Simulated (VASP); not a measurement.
The system is Mg3PbO.

```xyz
5
Lattice="3.8990 0.0000 0.0000 0.0000 3.8990 0.0000 0.0000 0.0000 3.8990" Properties=species:S:1:pos:R:3 pbc="T T T"
Pb    0.0000    0.0000    0.0000
O     1.9495    1.9495    1.9495
Mg    1.9495    1.9495    0.0000
Mg    1.9495    0.0000    1.9495
Mg    0.0000    1.9495    1.9495
```

| Property | Result |
| --- | --- |
| Program | VASP 6.6.1 |
| Task | relaxation of cell and atoms |
| Functional | PBEsol |
| Potentials or basis | VASP PAW PBE potentials, release 64 (Pb_d, O, Mg) |
| Cutoff | 600 eV |
| k mesh | 6 × 6 × 6 |
| Occupations | fermi-dirac, width 0.03 eV |
| Spin | no spin polarisation |

At the start: pressure 51.6 GPa; volume 11.85 Å³/atom.

**Question.** How do energy, volume and symmetry change on relaxing?

**Answer.** Over 5 steps the energy falls by 580.9 meV/atom and the volume is 16.75 Å³/atom (+41.3 %); space group Pm-3m (No. 221, to 0.1 Å) before and after.

Step by step:
```tsv
step	energy change (eV)	largest force (eV/Å)	pressure (GPa)	volume (Å³)
1	0.0000	0.0000	51.55	59.27
2	-2.4691	0.0000	-8.37	98.38
3	-2.9031	0.0000	0.62	83.04
4	-2.9044	0.0000	-0.14	83.90
5	-2.9045	0.0000	0.00	83.74
```

Final structure:
```
Pb O Mg
1.0
     4.37502    0.00000    0.00000
     0.00000    4.37502    0.00000
     0.00000    0.00000    4.37502
Pb O Mg
1 1 3
Cartesian
  0.0000 4.3750 4.3750
  2.1875 2.1875 2.1875
  2.1875 2.1875 4.3750
  2.1875 4.3750 2.1875
  0.0000 2.1875 2.1875
```

Caveat: the volume moved by over 15 % at a fixed basis, so the end points are rough; the PAW data sets were made with another functional, which shifts forces and pressure a little.
